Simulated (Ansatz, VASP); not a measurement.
Two plane-wave programs on Ge

Contents of INCAR:

```
PREC = Accurate ; ENCUT = 520
EDIFF = 1E-6 ; ISMEAR = 0
SIGMA = 0.15 ; LREAL = False
LASPH = True ; NELM = 80
ALGO = Normal ; ISIF = 2
LWAVE = False ; LCHARG = False
GGA = PS ; NBANDS = 13
```

The input KPOINTS:

```
regular mesh
0
Gamma
  20 20 18
```

POSCAR

```
Ge
1.0
    1.3622202750     -2.5355031000      0.0000000000
    1.3622202750      2.5355031000      0.0000000000
    0.0000000000      0.0000000000      2.6982310000
Ge
1
Direct
    0.5000000000      0.5000000000      0.0000000000
```

Input for Ansatz:

```yaml
crystal:
  lattice:
    - [1.362220275, -2.5355031, 0.0]
    - [1.362220275, 2.5355031, 0.0]
    - [0.0, 0.0, 2.698231]
  atoms:
    - { symbol: Ge, position: [0.5, 0.5, 0.0] }
basis:
  ecutwfc: 420
kpoints:
  mp_grid: { grid: [20, 20, 18] }
hamiltonian:
  xc: pbesol
scf:
  occupations: { method: gaussian, width: 0.15 }
output:
  forces: true
  stress: true
  eigenvalues: true
  write_density: true
  write_potential: true
  elf: true
  volumetric_format: npy
```

Change from the starting cell: strain -0.025 along x and y, +0.000 along z, atoms carried along.

Alike in both runs: task single point; functional PBEsol; k mesh 20 × 20 × 18; occupations gaussian, width 0.15 eV; no spin polarisation.

```csv
,VASP,Ansatz
version,VASP 6.6.1,Ansatz 0.2.0
potentials or method,"VASP PAW PBE potentials, release 64 (Ge_d), cutoff 520 eV","scalar-relativistic, plane waves, PAW"
valence electrons in the cell,14,14
```

|  | VASP | Ansatz | Ansatz less VASP |
| --- | --- | --- | --- |
| gap on the k mesh at the Fermi level (eV) | none | none | - |
| pressure (GPa) | -0.8 | -0.7 | +0.09 |
| traceless stress, the component that is largest in VASP (GPa) | -3.25 | -3.22 | +0.034 |

VASP's potentials were made for PBE, not for PBEsol. A gap of «none» marks a metal or a gap that the smearing closes. The functional is the same, so the differences come from potentials, cutoffs and numerics.
